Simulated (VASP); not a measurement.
SrTiO:

```
Sr Ti O
1.0
     3.39429    0.00000    0.00000
     0.00000    3.39429    0.00000
     0.00000    0.00000    5.37310
Sr Ti O
1 1 1
Direct
  0.50000 0.50000 0.00000
  0.50000 0.50000 0.50000
  0.00000 0.00000 0.00000
```

The cell was built from a structure type or drawn by symmetry, and may not be a known phase.

| Quantity | Value |
| --- | --- |
| Program | VASP 6.6.1 |
| Task | relaxation of cell and atoms |
| Functional | PBE |
| Potentials or basis | VASP PAW PBE potentials, release 64 (Sr_sv, Ti_sv, O) |
| Cutoff | 600 eV |
| k mesh | 6 × 6 × 4 |
| Occupations | gaussian, width 0.1 eV |
| Spin | collinear spin |
| Starting moments | [0.0, 1.0, 0.0] μB |

At the start: pressure 8.5 GPa; volume 20.63 Å³/atom.

Task: How do energy, volume and symmetry change on relaxing?

Result: Over 7 steps the energy falls by 423.3 meV/atom and the volume is 27.54 Å³/atom (+33.4 %); space group P4/mmm (No. 123, to 0.1 Å) before and after; moment 2.80 μB per cell.

Step by step:
| step | energy change (eV) | largest force (eV/Å) | pressure (GPa) | volume (Å³) |
| --- | --- | --- | --- | --- |
| 1 | 0.0000 | 0.0000 | 8.46 | 61.90 |
| 2 | -0.9799 | 0.0000 | 2.89 | 71.68 |
| 3 | -1.2381 | 0.0000 | 0.75 | 78.94 |
| 4 | -1.2688 | 0.0000 | -0.07 | 82.23 |
| 5 | -1.2697 | 0.0000 | -0.23 | 82.91 |
| 6 | -1.2697 | 0.0000 | 0.21 | 82.34 |
| 7 | -1.2700 | 0.0000 | 0.00 | 82.61 |

Final structure:
```
Sr Ti O
1.0
     3.39000    0.00000    0.00000
     0.00000    3.39000    0.00000
     0.00000    0.00000    7.18831
Sr Ti O
1 1 1
Cartesian
  1.6950 1.6950 7.1883
  1.6950 1.6950 3.5942
  0.0000 0.0000 7.1883
```

Caveat: the volume moved by over 15 % at a fixed basis, so the end points are rough.
